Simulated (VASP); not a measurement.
Write the native input for VASP 6.6.1 that does the following.

| Property | Result |
| --- | --- |
| Task | electric field gradients |
| Functional | PBE |
| Potentials or basis | VASP PAW PBE potentials, release 64 (Hf_pv, Se, O) |
| Cutoff | 520 eV |
| k mesh | 3 × 3 × 3 |
| Occupations | fermi-dirac, width 0.01 eV |
| Spin | no spin polarisation |
| Dipole correction | no |
| Further INCAR settings | LREAL = Auto; ALGO = Normal; EDIFF = 1e-08; NBANDS = 106 |

The structure of Hf8SeO15 (a cell with a defect) lies in POSCAR:

```
Hf8SeO15
1.0
    0.0000000000      5.1150000000      5.1150000000
    5.1150000000      0.0000000000      5.1150000000
    5.1150000000      5.1150000000      0.0000000000
Hf Se O
8 1 15
Direct
    0.0000000000      0.0000000000      0.0000000000
    0.0000000000      0.0000000000      0.5000000000
    0.0000000000      0.5000000000      0.0000000000
    0.0000000000      0.5000000000      0.5000000000
    0.5000000000      0.0000000000      0.0000000000
    0.5000000000      0.0000000000      0.5000000000
    0.5000000000      0.5000000000      0.0000000000
    0.5000000000      0.5000000000      0.5000000000
    0.1250000000      0.1250000000      0.1250000000
    0.1250000000      0.1250000000      0.6250000000
    0.1250000000      0.6250000000      0.1250000000
    0.1250000000      0.6250000000      0.6250000000
    0.6250000000      0.1250000000      0.1250000000
    0.6250000000      0.1250000000      0.6250000000
    0.6250000000      0.6250000000      0.1250000000
    0.6250000000      0.6250000000      0.6250000000
    0.3750000000      0.3750000000      0.3750000000
    0.3750000000      0.3750000000      0.8750000000
    0.3750000000      0.8750000000      0.3750000000
    0.3750000000      0.8750000000      0.8750000000
    0.8750000000      0.3750000000      0.3750000000
    0.8750000000      0.3750000000      0.8750000000
    0.8750000000      0.8750000000      0.3750000000
    0.8750000000      0.8750000000      0.8750000000
```

These files were run (other wordings do the same):

INCAR

```
SYSTEM = Hf8SeO15
  PREC = Accurate
  ENCUT = 520
  EDIFF = 1E-8
  ISMEAR = -1
  SIGMA = 0.01
  LREAL = Auto
  LASPH = .TRUE.
  NELM = 60
  ALGO = Normal
  ISIF = 2
  LWAVE = .FALSE.
  LCHARG = .FALSE.
  GGA = PE
  LEFG = .TRUE.
  NBANDS = 106
```

KPOINTS

```
Automatic mesh
0
G
  3 3 3
  0 0 0
```

Potentials or basis: VASP PAW PBE potentials, release 64 (Hf_pv, Se, O).

Run with:

```sh
$ cat potpaw_PBE.64/Hf_pv/POTCAR potpaw_PBE.64/Se/POTCAR potpaw_PBE.64/O/POTCAR > POTCAR
$ mpirun -np 1 vasp_std > vasp.out
```

Results of the run:

* Pressure: 13.6 GPa
* Largest force: 8.525 eV/Å
* Band gap on the k mesh: 3.06 eV

Caveat: without QUAD_EFG the Cq values of the log hold for a quadrupole moment of 1 mb, not for the nuclei; spin-orbit coupling is left out, which moves the levels of the heavy elements.

Wall time 7.4 min on 1 thread of Intel(R) Xeon(R) Platinum 8259CL CPU @ 2.50GHz (Skylake/Cascade Lake), with other jobs on the host, peak memory 0.43 GiB.
